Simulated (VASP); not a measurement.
# Sr (Im-3m) in VASP: a series of runs

Sr is run at these levels: LDA; tasks: single point, relaxation of cell and atoms.

All numbers are computed with VASP 6.6.1; they aren't measurements. Logs are shortened: lines on timing, memory, paths and dates and some standing lists are left out, and cuts for length are marked.

### 1 The cell of the first run

It takes space group Im-3m (No. 229, cubic). Conventional cell: a = 4.558 Å, b = 4.558 Å, c = 4.558 Å, α = 90.00°, β = 90.00°, γ = 90.00°. Within 5.2 Å of Sr (site symmetry m-3m) lie 14 Sr at 3.95 to 4.56 Å.

This isn't the form of Sr at room conditions, which is fcc.

### 2 Single point, LDA

INCAR

```
ALGO = Normal
EDIFF = 1E-6
ENCUT = 520
ISIF = 2
ISMEAR = -1
LASPH = T
LCHARG = F
LREAL = F
LWAVE = F
NBANDS = 11
NELM = 60
PREC = Accurate
SIGMA = 0.1
```

KPOINTS

```
k-points
0
Gamma
  12 12 12
```

POSCAR

```
Sr
1.0
   -2.2791502019      2.2791502019      2.2791502019
    2.2791502019     -2.2791502019      2.2791502019
    2.2791502019      2.2791502019     -2.2791502019
Sr
1
Direct
    0.0000000000      0.0000000000      0.0000000000
```

Potentials or basis: VASP PAW LDA potentials, release 64 (Sr_sv).

Started as:

```console
$ cat potpaw_LDA.64/Sr_sv/POTCAR > POTCAR
$ mpirun -np 1 vasp_std > vasp.out
```

OUTCAR:

```text
EDIFF = 1E-6
   ENCUT = 520
   ISIF = 2
   ISMEAR = -1
   LASPH = T
   LREAL = F
   NELM = 60
   PREC = Accurate

 ion  position               nearest neighbor table
   1  0.000  0.000  0.000-

  LATTYP: Found a body centered cubic cell.
 ALAT       =     4.5583004038

  Lattice vectors:

 A1 = (  -2.2791502019,   2.2791502019,   2.2791502019)
 A2 = (   2.2791502019,  -2.2791502019,   2.2791502019)
 A3 = (   2.2791502019,   2.2791502019,  -2.2791502019)

Analysis of symmetry for initial positions (statically):
=====================================================================
 Subroutine PRICEL returns:
 Original cell was already a primitive cell.

 Routine SETGRP: Setting up the symmetry group for a
 body centered cubic supercell.

 Subroutine GETGRP returns: Found 48 space group operations
 (whereof 48 operations were pure point group operations)
 out of a pool of 48 trial point group operations.

The static configuration has the point symmetry O_h .

Analysis of symmetry for dynamics (positions and initial velocities):
=====================================================================
 Subroutine PRICEL returns:
 Original cell was already a primitive cell.

 Routine SETGRP: Setting up the symmetry group for a
 body centered cubic supercell.

 Subroutine GETGRP returns: Found 48 space group operations
 (whereof 48 operations were pure point group operations)
 out of a pool of 48 trial point group operations.

The dynamic configuration has the point symmetry O_h .

 Subroutine INISYM returns: Found 48 space group operations
 (whereof 48 operations are pure point group operations),
 and found     1 'primitive' translations

----------------------------------------------------------------------------------------

                                     Primitive cell

  volume of cell :      47.3564

  direct lattice vectors                    reciprocal lattice vectors
    -2.279150202  2.279150202  2.279150202     0.000000000  0.219380013  0.219380013
     2.279150202 -2.279150202  2.279150202     0.219380013  0.000000000  0.219380013
     2.279150202  2.279150202 -2.279150202     0.219380013  0.219380013  0.000000000

  length of vectors
     3.947603948  3.947603948  3.947603948     0.310250189  0.310250189  0.310250189

  position of ions in fractional coordinates (direct lattice)
     0.000000000  0.000000000  0.000000000

  ion indices of the primitive-cell ions
   primitive index   ion index
                 1           1

----------------------------------------------------------------------------------------

 KPOINTS: k-points

Automatic generation of k-mesh.
 Grid dimensions read from file:
 generate k-points for:   12   12   12

 Generating k-lattice:

  Cartesian coordinates                     Fractional coordinates (reciprocal lattice)
     0.000000000  0.018281668  0.018281668     0.083333333  0.000000000  0.000000000
     0.018281668  0.000000000  0.018281668     0.000000000  0.083333333  0.000000000
     0.018281668  0.018281668  0.000000000     0.000000000  0.000000000  0.083333333

  Length of vectors
     0.025854182  0.025854182  0.025854182

  Shift w.r.t. Gamma in fractional coordinates (k-lattice)
     0.000000000  0.000000000  0.000000000

 Subroutine IBZKPT returns following result:
 ===========================================

 Found     72 irreducible k-points:

 Following reciprocal coordinates:
            Coordinates               Weight
  0.000000  0.000000  0.000000      1.000000
  0.083333  0.000000  0.000000     12.000000
  0.166667  0.000000  0.000000     12.000000
  0.250000  0.000000  0.000000     12.000000
  0.333333  0.000000  0.000000     12.000000
  0.416667  0.000000  0.000000     12.000000
[... 16 lines left out ...]
  0.333333  0.083333  0.083333     24.000000
  0.416667  0.083333  0.083333     12.000000
 [... further k-points ...]
   k-points           NKPTS =     72   k-points in BZ     NKDIM =     72   number of bands    NBANDS=     11
   number of dos      NEDOS =    301   number of ions     NIONS =      1
   total plane-waves  NPLWV =  27000
   dimension x,y,z NGX =    30 NGY =   30 NGZ =   30
   dimension x,y,z NGXF=    60 NGYF=   60 NGZF=   60
   ions per type =               1
   NGX,Y,Z   is equivalent  to a cutoff of  12.63, 12.63, 12.63 a.u.
   NGXF,Y,Z  is equivalent  to a cutoff of  25.27, 25.27, 25.27 a.u.
 SYSTEM =  unknown system
   PREC   = accura    normal or accurate (medium, high low for compatibility)
   ISTART =      0    job   : 0-new  1-cont  2-samecut
   ICHARG =      2    charge: 1-file 2-atom 10-const
   ISPIN  =      1    spin polarized calculation?
   LNONCOLLINEAR =      F non collinear calculations
   LSORBIT =      F    spin-orbit coupling
   LASPH  =      T    aspherical Exc in radial PAW
   ENCUT  =  520.0 eV  38.22 Ry    6.18 a.u.   7.34  7.34  7.34*2*pi/ulx,y,z
   NELM   =     60;   NELMIN=  2; NELMDL= -5     # of ELM steps
   EDIFF  = 0.1E-05   stopping-criterion for ELM
   LREAL  =      F    real-space projection
   EDIFFG = 0.1E-04   stopping-criterion for IOM
   NSW    =      0    number of steps for IOM
   IBRION =     -1    ionic relax: 0-MD 1-quasi-New 2-CG
   NFREE  =      0    steps in history (QN), initial steepest desc. (CG)
   ISIF   =      2    stress and relaxation
   ISYM   =      2    0-nonsym 1-usesym 2-fastsym
   POTIM  = 0.5000    time-step for ionic-motion
   TEBEG  =    0.0;   TEEND  =   0.0 temperature during run
   PSTRESS=    0.0 pullay stress
   NELECT =      10.0000    total number of electrons
   NUPDOWN=      -1.0000    fix difference up-down
   EMIN   =  10.00;   EMAX   =-10.00  energy-range for DOS
   EFERMI =   0.00;   METHOD = LEGACY
   ISMEAR =    -1;   SIGMA  =   0.10  broadening in eV -4-tet -1-fermi 0-gaus
   EFERMI_NEDOS =   21; number of points for ismear=-14 and -15
   IALGO  =     38    algorithm
   IMIX   =      4    mixing-type and parameters
     AMIX     =   0.40;   BMIX     =  1.00
     AMIX_MAG =   1.60;   BMIX_MAG =  1.00
  volume/ion in A,a.u.               =      47.36       319.58
  Fermi-wavevector in a.u.,A,eV,Ry     =   0.974874  1.842245 12.930699  0.950380
  Thomas-Fermi vector in A             =   2.105369
   LORBIT       =      0    0 simple, 1 ext, 2 COOP (PROOUT), +10 PAW based schemes
   GGA     = CA    functional components
   LHFCALC =     F    Hartree Fock is set to
   AEXX    =    0.0000 exact exchange contribution
   IVDW    =     0    specifies the selected vdW correction
   LEPSILON=     F    determine dielectric tensor
   LRPA    =     F    only Hartree local field effects (RPA)
 non-spin polarized calculation
  energy-cutoff  :      520.00
  volume of cell :       47.36
 maximum number of plane-waves:      1292
 NGX is ok and might be reduce to    30
   NGX = 15   NGY = 15   NGZ = 15

 number of electron      10.0000000 magnetization

 Free energy of the ion-electron system (eV)
  ---------------------------------------------------
  ext. energy  EPLUGINS =         0.00000000
  ---------------------------------------------------
  free energy    TOTEN  =        -1.91606305 eV

  energy without entropy =       -1.88110265  energy(sigma->0) =       -1.89858285

 E-fermi :   1.9064     XC(G=0):  -8.0389

 val. band max:        1.8997587848   @ k =  -0.4167  -0.4167   0.2500
 cond. band min:       1.9421102216   @ k =  -0.4167  -0.4167   0.1667
 fundamental gap:      0.0423514368
 Fermi energy:         1.9064124441

 k-point     1 :       0.0000    0.0000    0.0000
  band No.  band energies     occupation
      1     -34.2208      2.00000
      2     -16.1612      2.00000
      3     -16.1612      2.00000
      4     -16.1612      2.00000
      5      -1.9198      2.00000
      6       4.3890      0.00000
      7       4.3890      0.00000
      8       4.3890      0.00000
      9       5.9357      0.00000
     10       5.9357      0.00000
     11      10.6609      0.00000

 k-point     2 :       0.0833    0.0000    0.0000
  band No.  band energies     occupation
      1     -34.2187      2.00000
      2     -16.1852      2.00000
      3     -16.1688      2.00000
      4     -16.1613      2.00000
      5      -1.7814      2.00000
      6       4.2678      0.00000
      7       4.3098      0.00000
      8       4.5260      0.00000
      9       5.7521      0.00000
     10       5.9277      0.00000
     11      10.8115      0.00000

 k-point     3 :       0.1667    0.0000    0.0000
  band No.  band energies     occupation
      1     -34.2129      2.00000
      2     -16.2499      2.00000
      3     -16.1893      2.00000
      4     -16.1616      2.00000
      5      -1.3836      2.00000
      6       3.9694      0.00000
      7       3.9727      0.00000
      8       4.9310      0.00000
      9       5.5734      0.00000
     10       5.9318      0.00000
     11      11.0322      0.00000

 k-point     4 :       0.2500    0.0000    0.0000
  band No.  band energies     occupation
      1     -34.2050      2.00000
      2     -16.3363      2.00000
      3     -16.2170      2.00000
      4     -16.1619      2.00000
      5      -0.7807      2.00000
      6       3.4227      0.00000
      7       3.6304      0.00000
      8       5.5842      0.00000
      9       5.6541      0.00000
     10       6.0016      0.00000
     11      10.6077      0.00000
[... 239 lines left out ...]
 k-point    22 :       0.2500    0.0833    0.0833
  band No.  band energies     occupation
      1     -34.1957      2.00000
      2     -16.4229      2.00000
      3     -16.2460      2.00000
      4     -16.1826      2.00000
      5       0.1647      2.00000
      6       2.8257      0.00020
      7       3.1084      0.00001
      8       5.9416      0.00000
      9       6.2633      0.00000
     10       6.7605      0.00000
     11       9.4246      0.00000

 k-point    23 :       0.3333    0.0833    0.0833
  band No.  band energies     occupation
      1     -34.1906      2.00000
      2     -16.4645      2.00000
      3     -16.2754      2.00000
      4     -16.1842      2.00000
      5       0.8094      1.99997
      6       2.5344      0.00374
      7       2.9459      0.00006
      8       5.9704      0.00000
      9       6.4529      0.00000
     10       7.5142      0.00000
     11       8.5180      0.00000

 k-point    24 :       0.4167    0.0833    0.0833
  band No.  band energies     occupation
      1     -34.1887      2.00000
      2     -16.4792      2.00000
      3     -16.2865      2.00000
      4     -16.1848      2.00000
      5       1.0911      1.99942
      6       2.4340      0.01017
      7       2.8911      0.00011
      8       5.9111      0.00000
      9       6.5419      0.00000
     10       7.9148      0.00000
     11       8.2102      0.00000

 [... further k-points ...]

------------------------ aborting loop because EDIFF is reached ----------------------------------------

  FORCE on cell =-STRESS in cart. coord.  units (eV):
  Direction    XX          YY          ZZ          XY          YZ          ZX
  --------------------------------------------------------------------------------------
  -------------------------------------------------------------------------------------
  Total        0.0424316      0.0424316      0.0424316     -0.0000000      0.0000000     -0.0000000
  in kB        1.4355589      1.4355589      1.4355589     -0.0000000      0.0000000     -0.0000000
  external PRESSURE =       1.4355589 kB  Pullay stress =       0.0000000 kB

 VOLUME and BASIS-vectors are now :
 -----------------------------------------------------------------------------
  energy-cutoff  :      520.00
  volume of cell :       47.36
      direct lattice vectors                 reciprocal lattice vectors
    -2.279150202  2.279150202  2.279150202     0.000000000  0.219380013  0.219380013
     2.279150202 -2.279150202  2.279150202     0.219380013  0.000000000  0.219380013
     2.279150202  2.279150202 -2.279150202     0.219380013  0.219380013  0.000000000

 POSITION                                       TOTAL-FORCE (eV/Angst)
 -----------------------------------------------------------------------------------
      0.00000      0.00000      0.00000        -0.000000      0.000000     -0.000000
 -----------------------------------------------------------------------------------
    total drift:                               -0.000000     -0.000000      0.000000

  FREE ENERGIE OF THE ION-ELECTRON SYSTEM (eV)
  ---------------------------------------------------
  free  energy   TOTEN  =        -1.9160630513 eV

  energy  without entropy=       -1.8811026543  energy(sigma->0) =       -1.89858285
```

Run time: 24 s. Hardware: 1 thread of Intel Xeon Platinum 8488C (Sapphire Rapids), shared host; peak memory 0.17 GiB.

What came out:

```
Free energy            : -1.9161 eV
Pressure               : 0.1 GPa
Band gap on the k mesh : zero (bands 5 and 6 overlap by 0.76 eV)
```

### 3 Single point, LDA

INCAR

```
PREC = Accurate
ENCUT = 520
EDIFF = 1E-6
ISMEAR = -1
SIGMA = 0.1
LREAL = False
LASPH = True
NELM = 60
ALGO = Normal
ISIF = 2
LWAVE = False
LCHARG = False
GGA = CA
NBANDS = 11
```

KPOINTS

```
regular mesh
0
Gamma
  12 12 12
```

POSCAR is that of step 2.

Potentials or basis: VASP PAW LDA potentials, release 64 (Sr_sv).

Started as:

```console
$ cat potpaw_LDA.64/Sr_sv/POTCAR > POTCAR
$ mpirun -np 1 vasp_std > vasp.out
```

It took 26 s on 1 thread of Intel Xeon Platinum 8488C (Sapphire Rapids), shared host; peak memory 0.16 GiB.

The run converged. Its results:

```yaml
Free_energy: -1.9161 eV
Pressure: 0.1 GPa
Band_gap_on_the_k_mesh: zero (bands 5 and 6 overlap by 0.76 eV)
```

Levels at points of the mesh, in eV from the Fermi level:
```tsv
k point	band 1	band 2	band 3	band 4	band 5	band 6	band 7	band 8	band 9	band 10
(0.00, 0.00, 0.00)	-36.13	-18.07	-18.07	-18.07	-3.83	2.48	2.48	2.48	4.03	4.03
(0.50, 0.00, 0.00)	-36.10	-18.41	-18.18	-18.07	-1.10	0.59	1.17	3.87	4.61	6.07
(0.50, 0.50, 0.50)	-36.07	-18.31	-18.31	-18.31	-0.32	-0.32	4.32	4.32	4.32	5.59
```

### 4 Relaxation of cell and atoms, LDA, target pressure 0.14 GPa, at which the enthalpy is minimised

INCAR

```
SYSTEM = Sr
PREC = Accurate
ENCUT = 600
EDIFF = 1E-7
ISMEAR = -1
SIGMA = 0.1
LREAL = .False.
LASPH = .True.
NELM = 100
ALGO = Normal
ISIF = 3
LWAVE = .False.
LCHARG = .False.
IBRION = 2
NSW = 32
EDIFFG = -0.005
PSTRESS = 1.4000000000000001
```

KPOINTS

```
regular mesh
0
Gamma
  12 12 12
  0 0 0
```

POSCAR is that of step 3.

Started as:

```console
$ cat potpaw_LDA.64/Sr_sv/POTCAR > POTCAR
$ mpirun -np 1 vasp_std > vasp.out
```

It took 20 s on 1 thread of Intel Xeon Platinum 8488C (Sapphire Rapids), shared host; peak memory 0.18 GiB.

Results (log left out):

```
Free energy             : -1.9160 eV
Pressure after relaxing : 0.1 GPa
Band gap on the k mesh  : zero (bands 5 and 6 overlap by 0.76 eV)
```

Final structure:
```cif
data_structure
_symmetry_space_group_name_H-M 'P 1'
_symmetry_Int_Tables_number 1
_cell_length_a 3.9476
_cell_length_b 3.9476
_cell_length_c 3.9476
_cell_angle_alpha 109.471
_cell_angle_beta 109.471
_cell_angle_gamma 109.471
_cell_volume 47.36
loop_
_atom_site_label
_atom_site_type_symbol
_atom_site_fract_x
_atom_site_fract_y
_atom_site_fract_z
_atom_site_occupancy
Sr1 Sr 0.00000 0.00000 0.00000 1
```

Levels at points of the mesh, in eV from the Fermi level:
```
           k point  band 1  band 2  band 3  band 4  band 5  band 6  band 7  band 8  band 9
(0.00, 0.00, 0.00)  -36.13  -18.07  -18.07  -18.07   -3.83    2.48    2.48    2.48    4.03
(0.50, 0.00, 0.00)  -36.10  -18.41  -18.18  -18.07   -1.10    0.59    1.17    3.87    4.61
(0.50, 0.50, 0.50)  -36.07  -18.31  -18.31  -18.31   -0.32   -0.32    4.32    4.32    4.32
```

Caveat: the cell is relaxed towards a set pressure, so the run minimises the enthalpy, not the energy.

### 5 Relaxation of cell and atoms, LDA, target pressure 0.14 GPa, at which the enthalpy is minimised

This run uses another cell than the first one, of 48.29 Å³/atom.

INCAR

```
SYSTEM = Sr
PREC = Accurate
ENCUT = 600
EDIFF = 1E-7
ISMEAR = -1
SIGMA = 0.1
LREAL = .FALSE.
LASPH = .TRUE.
NELM = 60
ALGO = Normal
ISIF = 3
LWAVE = .FALSE.
LCHARG = .FALSE.
IBRION = 2
NSW = 60
EDIFFG = -0.005
PSTRESS = 1.4000000000000001
```

KPOINTS

```
regular mesh
0
G
  12 12 12
  0 0 0
```

POSCAR

```
Sr
1.0
   -2.2939980247      2.2939980247      2.2939980247
    2.2939980247     -2.2939980247      2.2939980247
    2.2939980247      2.2939980247     -2.2939980247
Sr
1
Direct
    0.0000000000      0.0000000000      0.0000000000
```

Started as:

```console
$ cat potpaw_LDA.64/Sr_sv/POTCAR > POTCAR
$ mpirun -np 1 vasp_std > vasp.out
```

Wall time 42 s (1 thread of Intel Xeon Platinum 8488C (Sapphire Rapids), shared host); peak memory 0.19 GiB.

Results (log left out):

```
Free energy                                                : -1.9161 eV
Relaxed volume                                             : 47.36 Å³/atom
Relaxed cell                                               : a = 3.948 Å, b = 3.948 Å, c = 3.948 Å, α = 109.47°, β = 109.47°, γ = 109.47°
Space group after relaxing (to 0.1 Å)                      : Im-3m (No. 229)
Energy change on relaxing (the run minimises the enthalpy) : +0.1 meV/atom
Ionic steps                                                : 3
Pressure after relaxing                                    : 0.1 GPa
Band gap on the k mesh                                     : zero (bands 5 and 6 overlap by 0.76 eV)
```

Final structure:
```
Sr
1.0
    -2.27922    2.27922    2.27922
     2.27922   -2.27922    2.27922
     2.27922    2.27922   -2.27922
Sr
1
Direct
  0.00000 0.00000 0.00000
```

Levels at points of the mesh, in eV from the Fermi level:
| k point | band 3 | band 4 | band 5 | band 6 | band 7 | band 8 |
| --- | --- | --- | --- | --- | --- | --- |
| (0.00, 0.00, 0.00) | -18.07 | -18.07 | -3.83 | 2.48 | 2.48 | 2.48 |
| (0.50, 0.00, 0.00) | -18.18 | -18.07 | -1.10 | 0.59 | 1.17 | 3.87 |
| (0.50, 0.50, 0.50) | -18.31 | -18.31 | -0.32 | -0.32 | 4.32 | 4.32 |

Caveat: the cell is relaxed towards a set pressure, so the run minimises the enthalpy, not the energy.

### 6 Summary

```csv
task,cell,cutoff (eV),gap on the mesh (eV),pressure (GPa)
single point,"a = 3.948 Å, angles 109.5°, 1 atom",520,none,0.1
relaxation of cell and atoms,"relaxed to 0.14 GPa from a = 3.948 Å, angles 109.5°, 1 atom",600,none,0.1
relaxation of cell and atoms,"relaxed to 0.14 GPa from a = 3.973 Å, angles 109.5°, 1 atom",600,none,0.1
```

Alike in all rows: level LDA; potentials or basis VASP PAW LDA potentials, release 64 (Sr_sv); no spin polarisation; k mesh 12 × 12 × 12; smearing fermi-dirac 0.1 eV.

Caveats: the cell is relaxed towards a set pressure, so the run minimises the enthalpy, not the energy (at least some runs).

Absolute energies hang on the potentials; compare differences alone.

The gap in the log of VASP goes by the Fermi energy; the results here count the filled bands.